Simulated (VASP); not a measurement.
BiTe: single point with LDA

The system is BiTe.

```xyz
2
Lattice="0.0000 3.2457 3.2457 3.2457 0.0000 3.2457 3.2457 3.2457 0.0000" Properties=species:S:1:pos:R:3 pbc="T T T"
Bi    0.0000    0.0000    0.0000
Te    3.2457    3.2457    3.2457
```

This cell differs from its parent crystal: volume scaled by 1.01.

```json
{
 "Program": "VASP 6.6.1",
 "Task": "single point",
 "Functional": "LDA",
 "Potentials or basis": "VASP PAW LDA potentials, release 64 (Bi_d, Te)",
 "Cutoff": "520 eV",
 "k mesh": "10 × 10 × 10",
 "Occupations": "fermi-dirac, width 0.08 eV",
 "Spin": "no spin polarisation",
 "Dipole correction": "no",
 "Further INCAR settings": "ALGO = Normal; EDIFF = 1e-06; NBANDS = 18"
}
```

```json
{
 "Pressure": "-3.2 GPa"
}
```

Levels at points of the mesh, in eV from the Fermi level:
```csv
k point,band 8,band 9,band 10,band 11,band 12,band 13
"(0.00, 0.00, 0.00)",-2.48,-2.48,-2.48,2.11,2.11,2.11
"(0.50, 0.00, 0.00)",-1.85,-1.85,-1.57,-0.85,-0.61,-0.61
"(0.50, 0.50, 0.00)",-5.56,-3.93,-3.93,2.29,3.52,3.52
```

Run time: 17 s on 1 thread of Intel(R) Xeon(R) 6975P-C (Granite Rapids), on a shared host, peak memory 0.2 GiB.

Caveat: spin-orbit coupling is left out, which moves the levels of the heavy elements.
